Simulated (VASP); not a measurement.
**SiC (SiC (F-43m)): single point with r2SCAN**

SiC (SiC (F-43m)):

```
CELL_PARAMETERS angstrom
0.00000 2.18985 2.18985
2.18985 0.00000 2.18985
2.18985 2.18985 0.00000
ATOMIC_POSITIONS crystal
Si 0.75000 0.75000 0.75000
C 0.00000 0.00000 0.00000
```

```
Program             : VASP 6.6.1
Task                : single point
Functional          : r2SCAN
Potentials or basis : VASP PAW PBE potentials, release 64 (Si, C)
Cutoff              : 660 eV
k mesh              : 11 × 11 × 11
Occupations         : fermi-dirac, width 0.01 eV
Spin                : no spin polarisation
```

- Pressure: -3.9 GPa
- Band gap on the k mesh: 1.84 eV, indirect (least direct gap 5.09 eV)

Levels at points of the mesh, in eV from the valence-band top:
| k point | band 1 | band 2 | band 3 | band 4 | band 5 | band 6 | band 7 | band 8 |
| --- | --- | --- | --- | --- | --- | --- | --- | --- |
| (0.00, 0.00, 0.00) | -16.06 | 0.00 | 0.00 | 0.00 | 6.65 | 7.74 | 7.74 | 7.74 |

It took 37 s on 1 thread of Intel(R) Xeon(R) 6975P-C (Granite Rapids), on a shared host, peak memory 0.16 GiB.

Caveat: the PAW data sets were made with another functional, which shifts forces and pressure a little. A k mesh can miss the band edges.
